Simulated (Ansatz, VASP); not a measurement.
**Ta2Si in VASP and in Ansatz**

INCAR

```
ALGO = Fast ; EDIFF = 1E-6
ENCUT = 520 ; GGA = PS
ISIF = 2 ; ISMEAR = 0
LASPH = T ; LCHARG = F
LREAL = F ; LWAVE = F
NBANDS = 35 ; NELM = 80
PREC = Accurate ; SIGMA = 0.15
```

The input KPOINTS:

```
k-points
0
Gamma
  12 12 12
```

POSCAR

```
Ta2Si
1.0
   -3.0683767190      3.0683767190      2.5198993623
    3.0683767190     -3.0683767190      2.5198993623
    3.0683767190      3.0683767190     -2.5198993623
Ta Si
4 2
Direct
    0.6630661939      0.8369338061      0.5000000000
    0.8369338061      0.3369338061      0.1738676123
    0.3369338061      0.1630661939      0.5000000000
    0.1630661939      0.6630661939      0.8261323877
    0.2500000000      0.2500000000      0.0000000000
    0.7500000000      0.7500000000      0.0000000000
```

Input for Ansatz:

```yaml
crystal:
  lattice:
    - [-3.0683767195, 3.0683767195, 2.5198993614]
    - [3.0683767195, -3.0683767195, 2.5198993614]
    - [3.0683767195, 3.0683767195, -2.5198993614]
  atoms:
    - { symbol: Ta, position: [0.6630661939, 0.8369338061, 0.5] }
    - { symbol: Ta, position: [0.8369338061, 0.3369338061, 0.1738676123] }
    - { symbol: Ta, position: [0.3369338061, 0.1630661939, 0.5] }
    - { symbol: Ta, position: [0.1630661939, 0.6630661939, 0.8261323877] }
    - { symbol: Si, position: [0.25, 0.25, 0.0] }
    - { symbol: Si, position: [0.75, 0.75, 0.0] }
basis:
  ecutwfc: 420
kpoints:
  mp_grid: { grid: [12, 12, 12] }
hamiltonian:
  xc: pbesol
scf:
  occupations: { method: gaussian, width: 0.15 }
output:
  forces: true
  stress: true
  eigenvalues: true
```

Alike in both runs: task single point; functional PBEsol; k mesh 12 × 12 × 12; occupations gaussian, width 0.15 eV; no spin polarisation.

|  | VASP | Ansatz |
| --- | --- | --- |
| version | VASP 6.6.1 | Ansatz 0.2.0 |
| potentials or method | VASP PAW PBE potentials, release 64 (Ta_pv, Si), cutoff 520 eV | scalar-relativistic, plane waves, PAW |
| valence electrons in the cell | 52 | 60 |

```csv
,VASP,Ansatz,Ansatz less VASP
gap on the k mesh at the Fermi level (eV),none,none,-
pressure (GPa),0.3,0.0,-0.28
"traceless stress, the component that is largest in VASP (GPa)",0.11,0.14,+0.030
rms of the force components (eV/Å),0.006,0.003,-0.0034
```

VASP's potentials were made for PBE, not for PBEsol. Atom by atom the forces differ by 0.003 eV/Å (rms over components). A gap of «none» marks a metal or a gap that the smearing closes. VASP's potentials hold 52 valence electrons a cell and Ansatz's 60, so a difference there can come from the potentials and not from the codes.

Spin-orbit coupling is off throughout.
